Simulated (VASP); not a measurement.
Here is a VASP 6.6.1 calculation.

File INCAR:

```
PREC = Accurate ; ENCUT = 520
EDIFF = 1E-7 ; ISMEAR = 0
SIGMA = 0.1 ; LREAL = False
LASPH = True ; NELM = 80
ALGO = Normal ; ISIF = 2
LWAVE = False ; LCHARG = False
GGA = PE ; NBANDS = 50
```

The input KPOINTS:

```
regular mesh
0
Gamma
  6 6 6
```

File POSCAR:

```
Zn5BiO
1.0
    5.3971378141      0.0000000000      0.0000000000
   -2.6985689071      4.6740584548      0.0000000000
    0.0000000000      0.0000000000      5.4199109972
Zn Bi O
5 1 1
Direct
    0.3333333333      0.6666666667      0.9423138379
    0.1597630963      0.8402369037      0.3521660993
    0.1597630963      0.3195261927      0.3521660993
    0.6804738073      0.8402369037      0.3521660993
    0.6666666667      0.3333333333      0.2833694692
    0.0000000000      0.0000000000      0.8579949505
    0.3333333333      0.6666666667      0.5764824544
```

Potentials or basis: VASP PAW PBE potentials, release 64 (Zn, Bi_d, O).

Launch:

```console
$ cat potpaw_PBE.64/Zn/POTCAR potpaw_PBE.64/Bi_d/POTCAR potpaw_PBE.64/O/POTCAR > POTCAR
$ mpirun -np 1 vasp_std > vasp.out
```

**Question.** Estimate the band gap on the k mesh.

**Answer.** Zero (an odd number of electrons rules out a gap without spin polarisation).

**Question.** Predict the largest force.

**Answer.** 0.054 eV/Å.

Forces on the atoms (eV/Å):
```
Zn   0.000  0.000  0.054
Zn  -0.034  0.019 -0.028
Zn   0.000 -0.039 -0.028
Zn   0.034  0.019 -0.028
Zn   0.000  0.000 -0.004
Bi   0.000  0.000  0.000
O    0.000  0.000  0.033
```

Caveat: spin-orbit coupling is left out, which moves the levels of the heavy elements.
